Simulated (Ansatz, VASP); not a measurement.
**One calculation of YZr2O2, two programs**

```
CELL_PARAMETERS angstrom
5.05801 0.00000 0.00000
-2.52900 4.38037 0.00000
0.00000 0.00000 4.09593
ATOMIC_POSITIONS crystal
Y 0.00000 0.00000 0.00000
Zr 0.33333 0.66667 0.50000
Zr 0.66667 0.33333 0.50000
O 0.33333 0.66667 0.00000
O 0.66667 0.33333 0.00000
```

Alike in both runs: task relaxation of cell and atoms; functional PBE; k mesh 12 × 12 × 10; occupations gaussian, width 0.1 eV; no spin polarisation.

```csv
,VASP,Ansatz
version,VASP 6.6.1,Ansatz 0.2.0
potentials or method,"VASP PAW PBE potentials, release 64 (Y_sv, Zr_sv, O), cutoff 600 eV","scalar-relativistic, plane waves, PAW"
valence electrons in the cell,47,47
```

Ansatz gave:

```
gap on the k mesh at the Fermi level, each at its own relaxed structure (eV)  : none
relaxed volume (Å³/atom)                                                      : 18.16
relaxed length of the cell vector where the two differ most in proportion (Å) : 5.059
```

Which values does VASP return?

gap on the k mesh at the Fermi level, each at its own relaxed structure (eV): none; relaxed volume (Å³/atom): 18.15; relaxed length of the cell vector where the two differ most in proportion (Å): 5.055.

A gap of «none» marks a metal or a gap that the smearing closes.
